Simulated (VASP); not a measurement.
Write the native input for VASP 6.6.1 that does the following.

| Item | Value |
| --- | --- |
| Task | single point |
| Functional | PBE |
| Potentials or basis | VASP PAW PBE potentials, release 64 (B, P) |
| Cutoff | 520 eV |
| k mesh | 12 × 12 × 20 |
| Occupations | gaussian, width 0.1 eV |
| Spin | no spin polarisation |
| Dipole correction | no |
| Further INCAR settings | ALGO = Normal; EDIFF = 1e-07; NBANDS = 14 |

The structure of BP2 lies in POSCAR:

```
BP2
1.0
    4.1819383939      0.0000000000      0.0000000000
    0.0000000000      4.1819383939      0.0000000000
    0.0000000000      0.0000000000      2.2419205999
B P
1 2
Direct
    0.5000000000      0.5000000000      0.0000000000
    0.0000000000      0.5000000000      0.0000000000
    0.5000000000      0.0000000000      0.0000000000
```

These files were run (other wordings do the same):

INCAR

```
SYSTEM = BP2
ALGO = Normal ; EDIFF = 1E-7
ENCUT = 520 ; GGA = PE
ISIF = 2 ; ISMEAR = 0
LASPH = .TRUE. ; LCHARG = .TRUE.
LELF = .TRUE. ; LREAL = .FALSE.
LVHAR = .TRUE. ; LWAVE = .FALSE.
NBANDS = 14 ; NELM = 60
PREC = Accurate ; SIGMA = 0.1
```

KPOINTS

```
k-points
0
G
  12 12 20
  0 0 0
```

Potentials or basis: VASP PAW PBE potentials, release 64 (B, P).

Command:

```console
$ cat potpaw_PBE.64/B/POTCAR potpaw_PBE.64/P/POTCAR > POTCAR
$ mpirun -np 1 vasp_std > vasp.out
```

Results of the run:

```
Pressure : -0.2 GPa
```

It took 70 s on 1 thread of AMD EPYC 9R45 96-Core Processor (Zen 5), with other jobs on the host, peak memory 0.23 GiB.
